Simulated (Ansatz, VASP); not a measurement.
# InAs: VASP beside Ansatz

```
CELL_PARAMETERS angstrom
0.00000 3.01800 3.01800
3.01800 0.00000 3.01800
3.01800 3.01800 0.00000
ATOMIC_POSITIONS crystal
In 0.00000 0.00000 0.00000
As 0.75000 0.75000 0.75000
```

Alike in both runs: task single point; functional PBE; k mesh 8 × 8 × 8; occupations gaussian, width 0.011 eV; no spin polarisation.

|  | VASP | Ansatz |
| --- | --- | --- |
| version | VASP 6.6.1 | Ansatz 0.2.0 |
| potentials or method | VASP PAW PBE potentials, release 64 (In_d, As), cutoff 520 eV | all-electron LAPW, scalar-relativistic |

Ansatz gave:

```
gap on the k mesh at the Fermi level (eV) : none
pressure (GPa)                            : 4.3
```

Task: Estimate VASP's values.

Result: gap on the k mesh at the Fermi level (eV): none; pressure (GPa): 4.4.

A gap of «none» marks a metal or a gap that the smearing closes. Ansatz ran all-electron here, and VASP with PAW potentials.
